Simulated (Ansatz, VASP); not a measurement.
LiH: VASP beside Ansatz

The input INCAR:

```
PREC     = Accurate       # precision mode
ENCUT    = 750            # plane-wave cutoff, eV
EDIFF    = 1E-6           # SCF threshold, eV
ISMEAR   = 0              # smearing method
SIGMA    = 0.1            # smearing width, eV
LREAL    = False          # projectors in reciprocal space
LASPH    = True           # aspherical terms in the spheres
NELM     = 120            # most SCF steps
ALGO     = Normal         # electronic algorithm
ISIF     = 2              # what is computed and relaxed
LWAVE    = False          # write WAVECAR
LCHARG   = True           # write CHGCAR
GGA      = CA             # functional
LELF     = True           # ELF
LVHAR    = True         
NBANDS   = 9              # bands
GGA_COMPAT= False
```

File KPOINTS:

```
regular mesh
0
Gamma
  8 8 8
```

POSCAR

```
LiH
1.0
    0.0000000000      2.1432329477      2.1432329477
    2.1432329477      0.0000000000      2.1432329477
    2.1432329477      2.1432329477      0.0000000000
Li H
1 1
Direct
    0.0000000000      0.0000000000      0.0000000000
    0.5000000000      0.5000000000      0.5000000000
```

Input for Ansatz:

```yaml
crystal:
  lattice:
    - [0.0, 2.1432329477, 2.1432329477]
    - [2.1432329477, 0.0, 2.1432329477]
    - [2.1432329477, 2.1432329477, 0.0]
  atoms:
    - { symbol: Li, position: [0.0, 0.0, 0.0] }
    - { symbol: H, position: [0.5, 0.5, 0.5] }
basis:
  ecutwfc: 420
kpoints:
  mp_grid: { grid: [8, 8, 8] }
hamiltonian:
  xc: lda
scf:
  occupations: { method: gaussian, width: 0.1 }
output:
  forces: true
  stress: true
  eigenvalues: true
```

Alike in both runs: task single point; functional LDA; k mesh 8 × 8 × 8; occupations gaussian, width 0.1 eV; no spin polarisation.

|  | VASP | Ansatz |
| --- | --- | --- |
| version | VASP 6.6.1 | Ansatz 0.2.0 |
| potentials or method | VASP PAW LDA potentials, release 64 (Li_sv, H), cutoff 750 eV | scalar-relativistic, plane waves, PAW |
| valence electrons in the cell | 4 | 4 |

Ansatz gave:

* gap on the k mesh at the Fermi level (eV): 2.76
* least direct gap on the mesh (eV): 2.76
* pressure (GPa): -7.1

Question: Which values does VASP return?

Answer: gap on the k mesh at the Fermi level (eV): 2.76; least direct gap on the mesh (eV): 2.76; pressure (GPa): -7.2.

LDA's correlation is that of Perdew and Zunger in VASP and of Perdew and Wang (1992) in Ansatz.
